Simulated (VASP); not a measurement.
Wanted: the native input for a VASP 6.6.1 run.

* Task: single point
* Functional: PBEsol
* Potentials or basis: VASP PAW PBE potentials, release 64 (Ba_sv, Zn, N, O)
* Cutoff: 520 eV
* k mesh: 4 × 4 × 4
* Occupations: gaussian, width 0.05 eV
* Spin: no spin polarisation
* Dipole correction: no
* Further INCAR settings: LREAL = Auto; ALGO = Normal; EDIFF = 1e-07; NBANDS = 98

The structure of Ba8Zn3N6O3 (a cell with a defect) lies in POSCAR:

```
Ba8Zn3N6O3
1.0
    4.0603386242      4.0603386242      0.0000000000
    4.0603386242     -8.1206772484      0.0000000000
    0.0000000000      0.0000000000     -9.0833214478
Ba Zn N O
8 3 6 3
Direct
    0.0063118709      0.0126237419      0.7842883290
    0.3270214933      0.6540429865      0.7842883290
    0.5187367840      0.0374734755      0.5173141815
    0.0000584516      0.0001169032      0.2323432031
    0.3332749126      0.6665498251      0.2323432031
    0.6666667284      0.3333333642      0.1847121683
    0.8145966727      0.6291932529      0.5173141815
    0.1666666410      0.3333332821      0.5019248770
    0.4905109773     -0.0189781380      1.0037995520
    0.8428223153      0.6856447843      1.0037995520
    0.1666666410      0.3333332821      0.9904059932
    0.4973077010     -0.0053844442      0.2024680080
    0.8360255915      0.6720510905      0.2024680080
    0.1666666410      0.3333332821      0.1884796228
    0.4803417926     -0.0393165073      0.8066664867
    0.8529914999      0.7059831536      0.8066664867
    0.1666666410      0.3333332821      0.7939637545
    0.3235065976      0.6470131952      0.5050097617
    0.6666667284      0.3333333642      0.4551924121
    0.0098267666      0.0196535332      0.5050097617
```

One way to write it, as run:

INCAR

```
SYSTEM = Ba8Zn3N6O3
PREC = Accurate
ENCUT = 520
EDIFF = 1E-7
ISMEAR = 0
SIGMA = 0.05
LREAL = Auto
LASPH = .True.
NELM = 100
ALGO = Normal
ISIF = 2
LWAVE = .False.
LCHARG = .False.
GGA = PS
NBANDS = 98
```

KPOINTS

```
regular mesh
0
Gamma
  4 4 4
  0 0 0
```

Potentials or basis: VASP PAW PBE potentials, release 64 (Ba_sv, Zn, N, O).

Run with:

```sh
$ cat potpaw_PBE.64/Ba_sv/POTCAR potpaw_PBE.64/Zn/POTCAR potpaw_PBE.64/N/POTCAR potpaw_PBE.64/O/POTCAR > POTCAR
$ mpirun -np 1 vasp_std > vasp.out
```

Results of the run:

```json
{
  "Pressure": "0.5 GPa",
  "Largest force": "0.263 eV/Å",
  "Band gap on the k mesh": "zero (band 82 reaches 2.00 eV, above the bottom of band 83 at 1.84 eV)"
}
```

Caveat: the PAW data sets were made with another functional, which shifts forces and pressure a little; spin-orbit coupling is left out, which moves the levels of the heavy elements.

Wall time 19 min on 1 thread of Intel(R) Xeon(R) 6975P-C (Granite Rapids), on a shared host, peak memory 0.89 GiB.
